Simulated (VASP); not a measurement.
Set up this calculation in VASP 6.6.1, as the native input.

```yaml
Task: single point
Functional: LDA
Potentials_or_basis: VASP PAW LDA potentials, release 64 (Si, O)
Cutoff: 520 eV
k_mesh: 6 × 6 × 6
Occupations: gaussian, width 0.01 eV
Spin: no spin polarisation
Dipole_correction: no
Further_INCAR_settings: ALGO = Normal; EDIFF = 1e-06; NBANDS = 25
```

The structure of SiO2 lies in POSCAR:

```
SiO2
1.0
   -2.4357410377      2.4357410377      3.8412899666
    2.4357410377     -2.4357410377      3.8412899666
    2.4357410377      2.4357410377     -3.8412899666
Si O
2 4
Direct
    0.0000000000      0.0000000000      0.0000000000
    0.7500000000      0.2500000000      0.5000000000
    0.9983800000      0.6250000000      0.8733800000
    0.3750000000      0.2483800000      0.3733800000
    0.7516200000      0.1250000000      0.1266200000
    0.8750000000      0.0016200000      0.6266200000
```

The input as run:

INCAR

```
SYSTEM = SiO2
  ALGO = Normal
  EDIFF = 1E-6
  ENCUT = 520
  ISIF = 2
  ISMEAR = 0
  LASPH = .TRUE.
  LCHARG = .TRUE.
  LELF = .TRUE.
  LREAL = .FALSE.
  LVHAR = .TRUE.
  LWAVE = .FALSE.
  NBANDS = 25
  NELM = 100
  PREC = Accurate
  SIGMA = 0.01
```

KPOINTS

```
k-points
0
G
  6 6 6
  0 0 0
```

Potentials or basis: VASP PAW LDA potentials, release 64 (Si, O).

Run with:

```bash
$ cat potpaw_LDA.64/Si/POTCAR potpaw_LDA.64/O/POTCAR > POTCAR
$ mpirun -np 1 vasp_std > vasp.out
```

It gave:

```yaml
Pressure: -13.2 GPa
Largest_force: 1.116 eV/Å
Band_gap_on_the_k_mesh: 5.29 eV, direct
```

Caveat: forces of over 1 eV/Å act on the atoms, so gaps and moduli don't describe the material at rest.

Wall time 23 s on 1 thread of Intel(R) Xeon(R) 6975P-C (Granite Rapids), with other jobs on the host, peak memory 0.21 GiB.
